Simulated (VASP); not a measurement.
# TiO2 (R-3m) in VASP: further runs

The runs below take TiO2 through single point, with PBE+D3(BJ)+U.

Everything below comes from runs of VASP 6.6.1. Logs are shortened: lines on timing, memory, paths and dates and some standing lists are left out, and cuts for length are marked.

### 1 The cell of the first run

Symmetry: R-3m, No. 166, trigonal system. The conventional cell has a = 2.938 Å, b = 2.938 Å, c = 15.743 Å, α = 90.00°, β = 90.00°, γ = 120.00°. Within 2.6 Å of Ti (site symmetry -3m) lie 6 O at 1.98 Å. O (site symmetry 3m) has 3 Ti at 1.98 Å and 3 O at 2.66 Å within 2.7 Å.

### 2 Single point, PBE+D3(BJ)+U

INCAR

```
PREC = Accurate
ENCUT = 1340
EDIFF = 1E-6
ISMEAR = 0
SIGMA = 0.05
LREAL = F
LASPH = T
NELM = 200
ALGO = Normal
ISIF = 2
LWAVE = F
LCHARG = F
LMAXMIX = 4
LDAU = T
LDAUTYPE = 2
LDAUL = 2 -1
LDAUU = 4 0
LDAUJ = 0 0
LDAUPRINT = 1
GGA = PE
IVDW = 12
NBANDS = 19
GGA_COMPAT = F
```

KPOINTS

```
regular mesh
0
Gamma
  9 9 9
```

POSCAR

```
TiO2
1.0
    1.4689500000      0.8480986779      5.2476666667
   -1.4689500000      0.8480986779      5.2476666667
    0.0000000000     -1.6961973559      5.2476666667
Ti O
1 2
Direct
    0.0000000000      0.0000000000      0.0000000000
    0.6017580785      0.6017580785      0.6017580785
    0.3982419215      0.3982419215      0.3982419215
```

Potentials or basis: VASP PAW PBE potentials, release 64 (Ti_sv, O_h).

Run with:

```
$ cat potpaw_PBE.64/Ti_sv/POTCAR potpaw_PBE.64/O_h/POTCAR > POTCAR
$ mpirun -np 1 vasp_std > vasp.out
```

OUTCAR:

```text
PREC = Accurate
   ENCUT = 1340
   EDIFF = 1E-6
   ISMEAR = 0
   LREAL = F
   LASPH = T
   NELM = 200
   ISIF = 2
   GGA = PE
   IVDW = 12
 IVDW          = 12

 ion  position               nearest neighbor table
   1  0.000  0.000  0.000-   2 1.98   2 1.98   3 1.98   3 1.98   2 1.98   3 1.98
   2  0.602  0.602  0.602-   1 1.98   1 1.98   1 1.98
   3  0.398  0.398  0.398-   1 1.98   1 1.98   1 1.98

  LATTYP: Found a trigonal (rhomboedric) cell.
 ALAT       =     5.5149878436
 COS(alpha) =     0.8581089822

  Lattice vectors:

 A1 = (   1.4689500000,   0.8480986779,   5.2476666667)
 A2 = (  -1.4689500000,   0.8480986779,   5.2476666667)
 A3 = (   0.0000000000,  -1.6961973559,   5.2476666667)

Analysis of symmetry for initial positions (statically):
=====================================================================
 Subroutine PRICEL returns:
 Original cell was already a primitive cell.

 Routine SETGRP: Setting up the symmetry group for a
 trigonal (rhombohedral) supercell.

 Subroutine GETGRP returns: Found 12 space group operations
 (whereof 12 operations were pure point group operations)
 out of a pool of 12 trial point group operations.

The static configuration has the point symmetry D_3d.

Analysis of symmetry for dynamics (positions and initial velocities):
=====================================================================
 Subroutine PRICEL returns:
 Original cell was already a primitive cell.

 Routine SETGRP: Setting up the symmetry group for a
 trigonal (rhombohedral) supercell.

 Subroutine GETGRP returns: Found 12 space group operations
 (whereof 12 operations were pure point group operations)
 out of a pool of 12 trial point group operations.

The dynamic configuration has the point symmetry D_3d.

 Subroutine INISYM returns: Found 12 space group operations
 (whereof 12 operations are pure point group operations),
 and found     1 'primitive' translations
[... 141 lines left out ...]

 onsite density matrix

spin component  1

  0.1751 -0.0000 -0.0000 -0.0856 -0.0000
 -0.0000  0.1931 -0.0000  0.0000 -0.0856
 -0.0000 -0.0000  0.0929  0.0000  0.0000
 -0.0856  0.0000  0.0000  0.1931 -0.0000
 -0.0000 -0.0856  0.0000 -0.0000  0.1751

spin component  2

  0.1751 -0.0000 -0.0000 -0.0856 -0.0000
 -0.0000  0.1931 -0.0000  0.0000 -0.0856
 -0.0000 -0.0000  0.0929  0.0000  0.0000
 -0.0856  0.0000  0.0000  0.1931 -0.0000
 -0.0000 -0.0856  0.0000 -0.0000  0.1751

 occupancies and eigenvectors

  o =  0.0929  v =  0.0000 -0.0000  1.0000  0.0000 -0.0000  0.0000  0.0000  0.0000  0.0000  0.0000      0.0000  0.0000  0.0000  0.0000  0.0000  0.0000  0.0000  0.0000  0.0000  0.0000
  o =  0.0929  v =  0.0000  0.0000  0.0000  0.0000  0.0000  0.0000 -0.0000  1.0000  0.0000 -0.0000      0.0000  0.0000  0.0000  0.0000  0.0000  0.0000  0.0000  0.0000  0.0000  0.0000
  o =  0.0981  v =  0.0000  0.0000  0.0000  0.0000  0.0000 -0.7432  0.0000 -0.0000 -0.6691 -0.0000      0.0000  0.0000  0.0000  0.0000  0.0000  0.0000  0.0000  0.0000  0.0000  0.0000
  o =  0.0981  v = -0.7432  0.0000 -0.0000 -0.6691 -0.0000  0.0000  0.0000  0.0000  0.0000  0.0000      0.0000  0.0000  0.0000  0.0000  0.0000  0.0000  0.0000  0.0000  0.0000  0.0000
  o =  0.0981  v =  0.0000  0.0000  0.0000  0.0000  0.0000  0.0000  0.6691  0.0000 -0.0000  0.7432      0.0000  0.0000  0.0000  0.0000  0.0000  0.0000  0.0000  0.0000  0.0000  0.0000
  o =  0.0981  v =  0.0000  0.6691  0.0000 -0.0000  0.7432  0.0000  0.0000  0.0000  0.0000  0.0000      0.0000  0.0000  0.0000  0.0000  0.0000  0.0000  0.0000  0.0000  0.0000  0.0000
  o =  0.2702  v =  0.0000 -0.7432  0.0000 -0.0000  0.6691  0.0000  0.0000  0.0000  0.0000  0.0000      0.0000  0.0000  0.0000  0.0000  0.0000  0.0000  0.0000  0.0000  0.0000  0.0000
  o =  0.2702  v =  0.0000  0.0000  0.0000  0.0000  0.0000  0.0000 -0.7432  0.0000 -0.0000  0.6691      0.0000  0.0000  0.0000  0.0000  0.0000  0.0000  0.0000  0.0000  0.0000  0.0000
  o =  0.2702  v =  0.6691  0.0000 -0.0000 -0.7432 -0.0000  0.0000  0.0000  0.0000  0.0000  0.0000      0.0000  0.0000  0.0000  0.0000  0.0000  0.0000  0.0000  0.0000  0.0000  0.0000
  o =  0.2702  v =  0.0000  0.0000  0.0000  0.0000  0.0000  0.6691  0.0000 -0.0000 -0.7432 -0.0000      0.0000  0.0000  0.0000  0.0000  0.0000  0.0000  0.0000  0.0000  0.0000  0.0000

 number of electron      24.0000000 magnetization

 Free energy of the ion-electron system (eV)
  ---------------------------------------------------
  ext. energy  EPLUGINS =         0.00000000
  ---------------------------------------------------
  free energy    TOTEN  =       -23.73882150 eV

  energy without entropy =      -23.73882150  energy(sigma->0) =      -23.73882150

 E-fermi :   2.4718     XC(G=0):  -9.7553

 val. band max:        2.2238451510   @ k =  -0.1111   0.1111   0.0000
 cond. band min:       5.3983262566   @ k =   0.4444   0.4444   0.0000
 fundamental gap:      3.1744811055
 Fermi energy:         2.4717913161

 k-point     1 :       0.0000    0.0000    0.0000
  band No.  band energies     occupation
      1     -55.1448      2.00000
      2     -31.3589      2.00000
      3     -31.0667      2.00000
      4     -31.0667      2.00000
      5     -15.3567      2.00000
      6     -13.6557      2.00000
[... 505 lines left out ...]
      6     -13.7235      2.00000
[... 11 lines left out ...]
     18      14.4416      0.00000
     19      14.8743      0.00000

 [... further k-points ...]

------------------------ aborting loop because EDIFF is reached ----------------------------------------

 Edisp (eV)   -0.56577

 E8    (eV) :    -0.2194

  FORCE on cell =-STRESS in cart. coord.  units (eV):
  Direction    XX          YY          ZZ          XY          YZ          ZX
  --------------------------------------------------------------------------------------
  -------------------------------------------------------------------------------------
  Total       2.35022     2.35022    -1.05884    -0.00000     0.00000     0.00000
  in kB      95.99482    95.99482   -43.24823    -0.00000     0.00000     0.00000
  external pressure =       49.58 kB  Pullay stress =        0.00 kB

 VOLUME and BASIS-vectors are now :
 -----------------------------------------------------------------------------
  energy-cutoff  :     1340.00
  volume of cell :       39.23
      direct lattice vectors                 reciprocal lattice vectors
     1.468950000  0.848098678  5.247666667     0.340379182  0.196518013  0.063520295
    -1.468950000  0.848098678  5.247666667    -0.340379182  0.196518013  0.063520295
     0.000000000 -1.696197356  5.247666667     0.000000000 -0.393036025  0.063520295

 POSITION                                       TOTAL-FORCE (eV/Angst)
 -----------------------------------------------------------------------------------
      0.00000      0.00000      0.00000        -0.000000      0.000000     -0.000000
      0.00000     -0.00000      9.47348         0.000000     -0.000000      0.330568
      0.00000     -0.00000      6.26952         0.000000      0.000000     -0.330568
 -----------------------------------------------------------------------------------
    total drift:                               -0.000000     -0.000000      0.000000

  FREE ENERGIE OF THE ION-ELECTRON SYSTEM (eV)
  ---------------------------------------------------
  free  energy   TOTEN  =       -24.3045950293 eV

  energy  without entropy=      -24.3045950293  energy(sigma->0) =      -24.30459503
```

OSZICAR:

```text
N       E                     dE             d eps       ncg     rms          rms(c)
DAV:   1     0.399574704925E+03    0.39957E+03   -0.21749E+04  3230   0.279E+03
DAV:   2     0.394613524823E+02   -0.36011E+03   -0.34289E+03  3459   0.569E+02
DAV:   3    -0.288013927615E+02   -0.68263E+02   -0.65320E+02  4266   0.198E+02
DAV:   4    -0.326108545027E+02   -0.38095E+01   -0.37996E+01  4448   0.476E+01
DAV:   5    -0.326862436701E+02   -0.75389E-01   -0.75354E-01  4307   0.660E+00    0.224E+01
DAV:   6    -0.241030111552E+02    0.85832E+01   -0.38738E+01  4098   0.778E+01    0.873E+00
DAV:   7    -0.238060102773E+02    0.29700E+00   -0.64763E+00  3728   0.242E+01    0.625E+00
DAV:   8    -0.237244889232E+02    0.81521E-01   -0.94565E-01  3600   0.120E+01    0.197E+00
DAV:   9    -0.237785172243E+02   -0.54028E-01   -0.18491E-01  4304   0.412E+00    0.206E+00
DAV:  10    -0.237395129121E+02    0.39004E-01   -0.15935E-01  3398   0.521E+00    0.351E-01
DAV:  11    -0.237388488361E+02    0.66408E-03   -0.75125E-03  3553   0.776E-01    0.813E-02
DAV:  12    -0.237388723782E+02   -0.23542E-04   -0.99655E-04  4805   0.277E-01    0.712E-02
DAV:  13    -0.237388218247E+02    0.50554E-04   -0.42315E-04  4421   0.175E-01    0.191E-02
DAV:  14    -0.237388206027E+02    0.12219E-05   -0.37053E-05  3671   0.683E-02    0.100E-02
DAV:  15    -0.237388215021E+02   -0.89933E-06   -0.68889E-06  3404   0.326E-02
   1 F= -.24304595E+02 E0= -.24304595E+02  d E =-.628760E-14
```

Wall time 23 min (1 thread of Intel Xeon Platinum 8375C at 2.90GHz (Ice Lake), shared host); peak memory 0.78 GiB.

What came out:

```
Free energy                : -24.3046 eV
Pressure                   : 5.0 GPa
Largest force              : 0.331 eV/Å
Band gap on the k mesh     : 3.17 eV (least direct gap 3.41 eV)
Dispersion energy per atom : -0.189 eV
```

Forces on the atoms (eV/Å):
```
Ti   0.000  0.000  0.000
O    0.000  0.000  0.331
O    0.000  0.000 -0.331
```

Eigenvalues of the final occupation matrices:
```csv
site,spin,trace,eigenvalues
site 1 d,1,0.83,0.09 0.10 0.10 0.27 0.27
site 1 d,2,0.83,0.09 0.10 0.10 0.27 0.27
```

Caveat: the stress differs along the axes, from -4 to 10 GPa. A k mesh can miss the band edges.

### 3 Single point, PBE+D3(BJ)+U

This run uses another cell than the first one, of 13.45 Å³/atom.

INCAR

```
SYSTEM = TiO2
  PREC = Accurate
  ENCUT = 1340
  EDIFF = 1E-6
  ISMEAR = 0
  SIGMA = 0.05
  LREAL = .False.
  LASPH = .True.
  NELM = 200
  ALGO = Normal
  ISIF = 2
  LWAVE = .False.
  LCHARG = .False.
  LMAXMIX = 4
  LDAU = .True.
  LDAUTYPE = 2
  LDAUL = 2 -1
  LDAUU = 4 0
  LDAUJ = 0 0
  LDAUPRINT = 1
  GGA = PE
  IVDW = 12
  NBANDS = 19
  GGA_COMPAT = .False.
```

KPOINTS

```
regular mesh
0
Gamma
  9 9 9
  0 0 0
```

POSCAR

```
TiO2
1.0
    1.3987500000      0.8075686890      5.9525666667
   -1.3987500000      0.8075686890      5.9525666667
    0.0000000000     -1.6151373781      5.9525666667
Ti O
1 2
Direct
    0.0000000000      0.0000000000      0.0000000000
    0.6017580785      0.6017580785      0.6017580785
    0.3982419215      0.3982419215      0.3982419215
```

Potentials or basis: VASP PAW PBE potentials, release 64 (Ti_sv, O_h).

Run with:

```
$ cat potpaw_PBE.64/Ti_sv/POTCAR potpaw_PBE.64/O_h/POTCAR > POTCAR
$ mpirun -np 1 vasp_std > vasp.out
```

OUTCAR:

```text
SYSTEM = TiO2
   PREC = Accurate
   ENCUT = 1340
   EDIFF = 1E-6
   ISMEAR = 0
   LREAL = .False.
   LASPH = .True.
   NELM = 200
   ISIF = 2
   GGA = PE
   IVDW = 12
 IVDW          = 12

 ion  position               nearest neighbor table
   1  0.000  0.000  0.000-   2 1.99   3 1.99   2 1.99   2 1.99   3 1.99   3 1.99
   2  0.602  0.602  0.602-   1 1.99   1 1.99   1 1.99
   3  0.398  0.398  0.398-   1 1.99   1 1.99   1 1.99

  LATTYP: Found a trigonal (rhomboedric) cell.
 ALAT       =     6.1677969058
 COS(alpha) =     0.8971391603

  Lattice vectors:
[... 757 lines left out ...]

 Edisp (eV)   -0.55693

 E8    (eV) :    -0.2173

  FORCE on cell =-STRESS in cart. coord.  units (eV):
  Direction    XX          YY          ZZ          XY          YZ          ZX
  --------------------------------------------------------------------------------------
  -------------------------------------------------------------------------------------
  Total       6.09990     6.09990    -5.14640    -0.00000     0.00000     0.00000
  in kB     242.24699   242.24699  -204.38048    -0.00000     0.00000     0.00000
  external pressure =       93.37 kB  Pullay stress =        0.00 kB

 VOLUME and BASIS-vectors are now :
 -----------------------------------------------------------------------------
  energy-cutoff  :     1340.00
  volume of cell :       40.34
      direct lattice vectors                 reciprocal lattice vectors
     1.398750000  0.807568689  5.952566667     0.357462020  0.206380793  0.055998253
    -1.398750000  0.807568689  5.952566667    -0.357462020  0.206380793  0.055998253
     0.000000000 -1.615137378  5.952566667     0.000000000 -0.412761587  0.055998253

 POSITION                                       TOTAL-FORCE (eV/Angst)
 -----------------------------------------------------------------------------------
      0.00000      0.00000      0.00000        -0.000000     -0.000000      0.000000
      0.00000     -0.00000     10.74602         0.000000     -0.000000      2.008728
      0.00000     -0.00000      7.11168         0.000000      0.000000     -2.008728
 -----------------------------------------------------------------------------------
    total drift:                                0.000000     -0.000000     -0.000000

  FREE ENERGIE OF THE ION-ELECTRON SYSTEM (eV)
  ---------------------------------------------------
  free  energy   TOTEN  =       -23.5231348235 eV

  energy  without entropy=      -23.5231348235  energy(sigma->0) =      -23.52313482
```

stdout:

```text
POSCAR found type information on POSCAR TiO
 POSCAR found :  2 types and       3 ions
 scaLAPACK will be used
 LDA part: xc-table for (Slater+PW92), standard interpolation
 POSCAR, INCAR and KPOINTS ok, starting setup
 FFT: planning ... GRIDC
 FFT: planning ... GRID_SOFT
 FFT: planning ... GRID
 WAVECAR not read
 entering main loop
```

It took 19 min on 1 thread of Intel Xeon Platinum 8488C (Sapphire Rapids), shared host; peak memory 1 GiB.

What came out:

| Quantity | Value |
| --- | --- |
| Free energy | -23.5231 eV |
| Pressure | 9.3 GPa |
| Largest force | 2.009 eV/Å |
| Band gap on the k mesh | 2.47 eV (least direct gap 3.26 eV) |
| Dispersion energy per atom | -0.186 eV |

Forces on the atoms (eV/Å):
```
Ti   0.000  0.000  0.000
O    0.000  0.000  2.009
O    0.000  0.000 -2.009
```

Stress tensor (GPa, compression positive):
```
 24.22   0.00   0.00
  0.00  24.22   0.00
  0.00   0.00 -20.44
```

Eigenvalues of the final occupation matrices:
```tsv
site	spin	trace	eigenvalues
site 1 d	1	0.86	0.10 0.11 0.11 0.27 0.27
site 1 d	2	0.86	0.10 0.11 0.11 0.27 0.27
```

Caveat: the stress differs along the axes, from -20 to 24 GPa; forces of over 1 eV/Å act on the atoms, so gaps and moduli don't describe the material at rest.

### 4 Single point, PBE+D3(BJ)+U

This run uses another cell than the first one, of 15.55 Å³/atom.

INCAR

```
SYSTEM = TiO2
PREC     = Accurate       ! precision mode
ENCUT    = 1340           ! plane-wave cutoff, eV
EDIFF    = 1E-6           ! SCF threshold, eV
ISMEAR   = 0              ! smearing method
SIGMA    = 0.05           ! smearing width, eV
LREAL    = .FALSE.        ! projectors in reciprocal space
LASPH    = .TRUE.         ! aspherical terms in the spheres
NELM     = 200            ! most SCF steps
ALGO     = Normal         ! electronic algorithm
ISIF     = 2              ! what is computed and relaxed
LWAVE    = .FALSE.        ! write WAVECAR
LCHARG   = .FALSE.        ! write CHGCAR
LMAXMIX  = 4              ! l up to which the mixer works
LDAU     = .TRUE.         ! DFT+U
LDAUTYPE = 2            
LDAUL    = 2 -1           ! shell
LDAUU    = 4 0            ! U, eV
LDAUJ    = 0 0          
LDAUPRINT= 1            
GGA      = PE             ! functional
IVDW     = 12             ! dispersion correction
NBANDS   = 19             ! bands
GGA_COMPAT= .FALSE.
```

KPOINTS

```
Automatic mesh
0
G
  9 9 9
  0 0 0
```

POSCAR

```
TiO2
1.0
    1.5040433916      0.8683598570      5.9525666667
   -1.5040433916      0.8683598570      5.9525666667
    0.0000000000     -1.7367197141      5.9525666667
Ti O
1 2
Direct
    0.0000000000      0.0000000000      0.0000000000
    0.6017580785      0.6017580785      0.6017580785
    0.3982419215      0.3982419215      0.3982419215
```

Run with:

```
$ cat potpaw_PBE.64/Ti_sv/POTCAR potpaw_PBE.64/O_h/POTCAR > POTCAR
$ mpirun -np 1 vasp_std > vasp.out
```

Run time: 21 min. Hardware: 1 thread of Intel Xeon 6975P-C (Granite Rapids), shared host; peak memory 1.1 GiB.

It converged, with:

```
Free energy                : -23.7518 eV
Pressure                   : -14.7 GPa
Largest force              : 3.055 eV/Å
Band gap on the k mesh     : 2.60 eV (least direct gap 2.96 eV)
Dispersion energy per atom : -0.159 eV
```

Forces on the atoms (eV/Å):
```
Ti   0.000  0.000  0.000
O    0.000  0.000  3.055
O    0.000  0.000 -3.055
```

Stress tensor (GPa, compression positive):
```
 -9.16   0.00   0.00
  0.00  -9.16   0.00
  0.00   0.00 -25.90
```

Levels at points of the mesh, in eV from the valence-band top:
```
           k point  band 8  band 9  band 10  band 11  band 12  band 13  band 14  band 15  band 16  band 17
(0.00, 0.00, 0.00)   -2.39   -2.39    -0.31    -0.01    -0.01     2.99     2.99     3.84     5.40     5.40
```

Eigenvalues of the final occupation matrices:
```tsv
site	spin	trace	eigenvalues
site 1 d	1	0.76	0.08 0.09 0.09 0.25 0.25
site 1 d	2	0.76	0.08 0.09 0.09 0.25 0.25
```

Caveat: the stress differs along the axes, from -26 to -9 GPa; forces of over 1 eV/Å act on the atoms, so gaps and moduli don't describe the material at rest. A k mesh can miss the band edges.

### 5 Summary

```csv
cell,gap on the mesh (eV),pressure (GPa),largest force (eV/Å)
"a = 5.515 Å, angles 30.9°, 3 atoms",3.17,5.0,0.33
"a = 6.168 Å, angles 26.2°, 3 atoms",2.47,9.3,2.01
"a = 6.201 Å, angles 28.1°, 3 atoms",2.60,-14.7,3.06
```

Alike in all rows: task single point; level PBE+D3(BJ)+U; potentials or basis VASP PAW PBE potentials, release 64 (Ti_sv, O_h); no spin polarisation; Ti d U = 4.0 eV; k mesh 9 × 9 × 9; cutoff (eV) 1340; smearing gaussian 0.05 eV.

Caveats: forces of over 1 eV/Å act on the atoms, so gaps and moduli don't describe the material at rest (at least some runs); the stress differs along the axes, from -4 to 10 GPa (at least some runs); the stress differs along the axes, from -20 to 24 GPa (at least some runs); the stress differs along the axes, from -26 to -9 GPa (at least some runs).

Total energies depend on the potentials used, so only differences within one code and one set of settings carry meaning.
